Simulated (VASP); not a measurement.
# Tm3ZrO (P4/mmm) in VASP: relaxation of cell and atoms with PBE

Aim: the relaxation of cell and atoms of Tm3ZrO with PBE.

Program: VASP 6.6.1. These are calculated values, not measurements. Logs are shortened: lines on timing, memory, paths and dates and some standing lists are left out, and cuts for length are marked.

**1. The cell of the first run**

It takes space group P4/mmm (No. 123, tetragonal). Conventional cell: a = 6.399 Å, b = 6.399 Å, c = 3.922 Å, α = 90.00°, β = 90.00°, γ = 90.00°. Within 4.2 Å of Tm (site symmetry mmm) lie 4 Tm at 3.20 to 3.92 Å and 2 Zr at 3.20 Å and 4 O at 3.75 Å. Tm (site symmetry 4/mmm) has 6 Tm at 3.20 to 3.92 Å within 4.2 Å. Zr (site symmetry 4/mmm) has 2 O at 1.96 Å within 2.6 Å. O (site symmetry 4/mmm) has 2 Zr at 1.96 Å within 2.6 Å.

The cell was generated, and may not be a known phase.

**2. Relaxation of cell and atoms, PBE**

INCAR

```
ALGO     = Normal         # electronic algorithm
EDIFF    = 1E-7           # SCF threshold, eV
EDIFFG   = -0.01          # ionic threshold
ENCUT    = 600            # plane-wave cutoff, eV
GGA      = PE             # functional
GGA_COMPAT= F            
IBRION   = 2              # ionic algorithm
ISIF     = 3              # what is computed and relaxed
ISMEAR   = 0              # smearing method
LASPH    = T              # aspherical terms in the spheres
LCHARG   = F              # write CHGCAR
LMAXMIX  = 6              # l up to which the mixer works
LREAL    = F              # projectors in reciprocal space
LWAVE    = F              # write WAVECAR
NELM     = 200            # most SCF steps
NELMIN   = 4            
NSW      = 100            # ionic steps
PREC     = Accurate       # precision mode
SIGMA    = 0.1            # smearing width, eV
```

KPOINTS

```
k-points
0
Gamma
  6 6 10
```

POSCAR

```
Tm3ZrO
1.0
    6.3986481262      0.0000000000      0.0000000000
    0.0000000000      6.3986481262      0.0000000000
    0.0000000000      0.0000000000      3.9219117817
Tm Zr O
3 1 1
Direct
    0.0000000000      0.5000000000      0.0000000000
    0.5000000000      0.0000000000      0.0000000000
    0.0000000000      0.0000000000      0.0000000000
    0.5000000000      0.5000000000      0.0000000000
    0.5000000000      0.5000000000      0.5000000000
```

Potentials or basis: VASP PAW PBE potentials, release 64 (Tm_3, Zr_sv, O), 4f in core.

Run with:

```console
cat potpaw_PBE.64/Tm_3/POTCAR potpaw_PBE.64/Zr_sv/POTCAR potpaw_PBE.64/O/POTCAR > POTCAR
mpirun -np 1 vasp_std > vasp.out
```

OUTCAR:

```text
EDIFF = 1E-7
   EDIFFG = -0.01
   ENCUT = 600
   GGA = PE
   IBRION = 2
   ISIF = 3
   ISMEAR = 0
   LASPH = T
   LREAL = F
   NELM = 200
   NELMIN = 4
   NSW = 100
   PREC = Accurate

 ion  position               nearest neighbor table
   1  0.000  0.500  0.000-   3 3.20   4 3.20   3 3.20   4 3.20
   2  0.500  0.000  0.000-   3 3.20   4 3.20   4 3.20   3 3.20
   3  0.000  0.000  0.000-   1 3.20   2 3.20   1 3.20   2 3.20
   4  0.500  0.500  0.000-   5 1.96   5 1.96   1 3.20   2 3.20   2 3.20   1 3.20
   5  0.500  0.500  0.500-   4 1.96   4 1.96

  LATTYP: Found a simple tetragonal cell.
 ALAT       =     6.3986481262
 C/A-ratio  =     0.6129281849

  Lattice vectors:

 A1 = (   6.3986481262,   0.0000000000,   0.0000000000)
 A2 = (   0.0000000000,   6.3986481262,   0.0000000000)
 A3 = (   0.0000000000,   0.0000000000,   3.9219117817)

Analysis of symmetry for initial positions (statically):
=====================================================================
 Subroutine PRICEL returns:
 Original cell was already a primitive cell.

 Routine SETGRP: Setting up the symmetry group for a
 simple tetragonal supercell.

 Subroutine GETGRP returns: Found 16 space group operations
 (whereof 16 operations were pure point group operations)
 out of a pool of 16 trial point group operations.

The static configuration has the point symmetry D_4h.

Analysis of symmetry for dynamics (positions and initial velocities):
=====================================================================
 Subroutine PRICEL returns:
 Original cell was already a primitive cell.

 Routine SETGRP: Setting up the symmetry group for a
 simple tetragonal supercell.

 Subroutine GETGRP returns: Found 16 space group operations
 (whereof 16 operations were pure point group operations)
 out of a pool of 16 trial point group operations.

The dynamic configuration has the point symmetry D_4h.

 Subroutine INISYM returns: Found 16 space group operations
 (whereof 16 operations are pure point group operations),
 and found     1 'primitive' translations

----------------------------------------------------------------------------------------

                                     Primitive cell

  volume of cell :     160.5736

  direct lattice vectors                    reciprocal lattice vectors
     6.398648126  0.000000000  0.000000000     0.156283012  0.000000000  0.000000000
[... 100 lines left out ...]
   POTIM  = 0.5000    time-step for ionic-motion
   TEBEG  =    0.0;   TEEND  =   0.0 temperature during run
   PSTRESS=    0.0 pullay stress
   NELECT =      45.0000    total number of electrons
   NUPDOWN=      -1.0000    fix difference up-down
   EMIN   =  10.00;   EMAX   =-10.00  energy-range for DOS
   EFERMI =   0.00;   METHOD = LEGACY
   ISMEAR =     0;   SIGMA  =   0.10  broadening in eV -4-tet -1-fermi 0-gaus
   EFERMI_NEDOS =   21; number of points for ismear=-14 and -15
   IALGO  =     38    algorithm
   IMIX   =      4    mixing-type and parameters
     AMIX     =   0.40;   BMIX     =  1.00
     AMIX_MAG =   1.60;   BMIX_MAG =  1.00
  volume/ion in A,a.u.               =      32.11       216.72
  Fermi-wavevector in a.u.,A,eV,Ry     =   1.071324  2.024509 15.615890  1.147736
  Thomas-Fermi vector in A             =   2.207061
   LORBIT       =      0    0 simple, 1 ext, 2 COOP (PROOUT), +10 PAW based schemes
   GGA     = PE    functional components
   LHFCALC =     F    Hartree Fock is set to
   AEXX    =    0.0000 exact exchange contribution
   IVDW    =     0    specifies the selected vdW correction
   LEPSILON=     F    determine dielectric tensor
   LRPA    =     F    only Hartree local field effects (RPA)
 conjugate gradient relaxation of ions
 non-spin polarized calculation
 Gauss-broadening in eV      SIGMA  =   0.10
  energy-cutoff  :      600.00
  volume of cell :      160.57
 maximum number of plane-waves:      5416
 NGX is ok and might be reduce to    54
   NGX = 25   NGY = 25   NGZ = 15

--------------------------------------- Ionic step        1  -------------------------------------------

 number of electron      45.0000003 magnetization

 Free energy of the ion-electron system (eV)
  ---------------------------------------------------
  ext. energy  EPLUGINS =         0.00000000
  ---------------------------------------------------
  free energy    TOTEN  =       -26.61514772 eV

  energy without entropy =      -26.57382263  energy(sigma->0) =      -26.59448517

------------------------ aborting loop because EDIFF is reached ----------------------------------------

  FORCE on cell =-STRESS in cart. coord.  units (eV):
  Direction    XX          YY          ZZ          XY          YZ          ZX
  --------------------------------------------------------------------------------------
  -------------------------------------------------------------------------------------
  Total       -0.1882187     -0.1882187      0.4122337      0.0000000     -0.0000000      0.0000000
  in kB       -1.8780147     -1.8780147      4.1132000      0.0000000     -0.0000000      0.0000000
  external PRESSURE =       0.1190568 kB  Pullay stress =       0.0000000 kB
[... 104 lines left out ...]
--------------------------------------- Ionic step        4  -------------------------------------------

 number of electron      45.0000005 magnetization

 Free energy of the ion-electron system (eV)
  ---------------------------------------------------
  ext. energy  EPLUGINS =         0.00000000
  ---------------------------------------------------
  free energy    TOTEN  =       -26.61601458 eV

  energy without entropy =      -26.57539369  energy(sigma->0) =      -26.59570414

 E-fermi :   2.4887     XC(G=0):  -8.8919

 val. band max:        2.4858300994   @ k =   0.5000   0.1667   0.4000
 cond. band min:       2.4951813071   @ k =   0.5000   0.0000   0.4000
 fundamental gap:      0.0093512077
 Fermi energy:         2.4886501502

 k-point     1 :       0.0000    0.0000    0.0000
  band No.  band energies     occupation
      1     -46.4323      2.00000
      2     -24.7253      2.00000
      3     -24.5795      2.00000
      4     -24.5795      2.00000
      5     -23.8030      2.00000
      6     -23.8030      2.00000
[... 709 lines left out ...]
     26       3.1929      0.00000
     27       3.3607      0.00000

 [... further k-points ...]

------------------------ aborting loop because EDIFF is reached ----------------------------------------

  FORCE on cell =-STRESS in cart. coord.  units (eV):
  Direction    XX          YY          ZZ          XY          YZ          ZX
  --------------------------------------------------------------------------------------
  -------------------------------------------------------------------------------------
  Total       -0.0048715     -0.0048715     -0.0038861      0.0000000      0.0000000      0.0000000
  in kB       -0.0487338     -0.0487338     -0.0388754      0.0000000      0.0000000      0.0000000
  external PRESSURE =      -0.0454477 kB  Pullay stress =       0.0000000 kB
[... 20 lines left out ...]
  FREE ENERGIE OF THE ION-ELECTRON SYSTEM (eV)
  ---------------------------------------------------
  free  energy   TOTEN  =       -26.6160145811 eV

  energy  without entropy=      -26.5753936928  energy(sigma->0) =      -26.59570414

 reached required accuracy - stopping structural energy minimisation
```

OSZICAR:

```text
N       E                     dE             d eps       ncg     rms          rms(c)
DAV:   1     0.545016079377E+03    0.54502E+03   -0.20695E+04  3256   0.170E+03
[... 41 lines left out ...]
DAV:   3    -0.266161428202E+02    0.41901E-03   -0.19099E-03  5641   0.222E-01    0.790E-02
DAV:   4    -0.266159989425E+02    0.14388E-03   -0.77586E-04  5995   0.156E-01    0.537E-02
DAV:   5    -0.266159979402E+02    0.10024E-05   -0.14271E-04  6253   0.621E-02    0.322E-02
DAV:   6    -0.266160093498E+02   -0.11410E-04   -0.21753E-05  6463   0.256E-02    0.142E-02
DAV:   7    -0.266160148630E+02   -0.55132E-05   -0.13337E-05  6288   0.211E-02    0.416E-03
DAV:   8    -0.266160145133E+02    0.34969E-06   -0.25119E-06  5327   0.792E-03    0.164E-03
DAV:   9    -0.266160145811E+02   -0.67790E-07   -0.25513E-07  3128   0.280E-03
   4 F= -.26616015E+02 E0= -.26595704E+02  d E =-.160406E-03
```

CONTCAR:

```text
Tm3ZrO
   1.00000000000000
     6.3837935944455708    0.0000000000000000    0.0000000000000000
     0.0000000000000000    6.3837935944455708    0.0000000000000000
     0.0000000000000000   -0.0000000000000000    3.9299670075980662
  Tm              Zr              O
     3     1     1
Direct
     0.0000000000000000    0.5000000000000000    0.0000000000000000
     0.5000000000000000    0.0000000000000000    1.0000000000000000
     0.0000000000000000    0.0000000000000000    1.0000000000000000
     0.5000000000000000    0.5000000000000000    0.0000000000000000
     0.5000000000000000    0.5000000000000000    0.5000000000000000

  0.00000000E+00  0.00000000E+00  0.00000000E+00
  0.00000000E+00  0.00000000E+00  0.00000000E+00
  0.00000000E+00  0.00000000E+00  0.00000000E+00
  0.00000000E+00  0.00000000E+00  0.00000000E+00
  0.00000000E+00  0.00000000E+00  0.00000000E+00
```

Wall time 11 min (1 thread of Intel Xeon 6975P-C (Granite Rapids), shared host); peak memory 0.54 GiB.

What came out:

| Quantity | Value |
| --- | --- |
| Free energy | -26.6160 eV |
| Relaxed volume | 32.03 Å³/atom |
| Relaxed cell | a = 6.384 Å, b = 6.384 Å, c = 3.930 Å, α = 90.00°, β = 90.00°, γ = 90.00° |
| Space group after relaxing (to 0.1 Å) | P4/mmm (No. 123) |
| Energy gained by relaxing | 0.2 meV/atom |
| Ionic steps | 4 |
| Pressure after relaxing | 0.0 GPa |
| Band gap on the k mesh | zero (an odd number of electrons rules out a gap without spin polarisation) |

The path:
| step | energy change (eV) | largest force (eV/Å) | pressure (GPa) | volume (Å³) |
| --- | --- | --- | --- | --- |
| 1 | 0.0000 | 0.0000 | 0.01 | 160.57 |
| 2 | -0.0004 | 0.0000 | -0.18 | 160.63 |
| 3 | -0.0007 | 0.0000 | -0.11 | 160.61 |
| 4 | -0.0009 | 0.0000 | 0.00 | 160.16 |

Final structure:
```xyz
5
Lattice="6.3838 0.0000 0.0000 0.0000 6.3838 0.0000 0.0000 0.0000 3.9300" Properties=species:S:1:pos:R:3 pbc="T T T"
Tm    0.0000    3.1919    0.0000
Tm    3.1919    0.0000    3.9300
Tm    0.0000    0.0000    3.9300
Zr    3.1919    3.1919    0.0000
O     3.1919    3.1919    1.9650
```

Levels at points of the mesh, in eV from the Fermi level:
```tsv
k point	band 19	band 20	band 21	band 22	band 23	band 24	band 25	band 26
(0.00, 0.00, 0.00)	-1.90	-1.64	-1.29	-0.57	-0.14	0.48	0.89	0.90
(0.50, 0.00, 0.00)	-2.44	-0.86	-0.31	-0.23	-0.13	0.11	0.13	0.88
(0.50, 0.50, 0.00)	-1.72	-1.72	-1.35	0.56	0.57	0.57	0.70	1.51
(0.00, 0.00, 0.50)	-1.20	-0.88	-0.57	-0.57	-0.55	-0.33	-0.30	1.75
(0.50, 0.00, 0.50)	-1.82	-0.57	-0.38	-0.29	-0.20	0.06	0.47	0.90
(0.50, 0.50, 0.50)	-0.67	-0.64	-0.64	-0.42	0.20	0.20	0.32	1.01
```

Caveat: spin-orbit coupling is left out, which moves the levels of the heavy elements; the 4f electrons are frozen in the core, so they carry no moment and show no levels; an odd number of electrons without spin polarisation forces a metal; a magnetic or distorted state may lie lower; the run has no spin polarisation, though such a crystal can be magnetic. With open d or f shells a metallic result of PBE can be an artefact of self-interaction; +U or a hybrid may open a gap.
